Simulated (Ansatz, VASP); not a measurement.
## One calculation of Zn4O, two programs

```
CELL_PARAMETERS angstrom
1.50476 -2.60523 -0.00365
-4.60760 -2.65936 -0.02482
-0.03116 -0.02806 -9.04742
ATOMIC_POSITIONS crystal
Zn 0.00024 0.66483 0.98145
Zn 0.49982 0.16481 0.98144
Zn 0.49938 0.49572 0.29975
Zn 0.99930 0.99573 0.29975
Zn 0.49957 0.83620 0.53580
Zn 0.00052 0.33625 0.53580
Zn 0.50111 0.50306 0.76466
Zn 0.00017 0.00309 0.76463
O 0.99997 0.66682 0.19384
O 0.49993 0.16681 0.19384
```

Change from the starting cell: cell x2, atoms moved at random (sigma 0.05 Å) and cell strained at random (1.5 %), then relaxed without symmetry.

Alike in both runs: functional PBE; k mesh 8 × 4 × 4; occupations gaussian, width 0.2 eV; no spin polarisation.

Ansatz relaxed the structure, and its values are those at the end. VASP's run is a single point on that final structure, the one shown.

|  | VASP | Ansatz |
| --- | --- | --- |
| version | VASP 6.6.1 | Ansatz 0.2.0 |
| potentials or method | VASP PAW PBE potentials, release 64 (Zn, O), cutoff 520 eV | scalar-relativistic, plane waves, PAW |
| valence electrons in the cell | 108 | 108 |

VASP gave:

```
gap on the k mesh at the Fermi level (eV) : none
pressure (GPa)                            : 0.6
rms of the force components (eV/Å)        : 0.024
```

Question: What did Ansatz give for the same quantities?

Answer: gap on the k mesh at the Fermi level (eV): none; pressure (GPa): 0.0; rms of the force components (eV/Å): 0.001.

A gap of «none» marks a metal or a gap that the smearing closes.
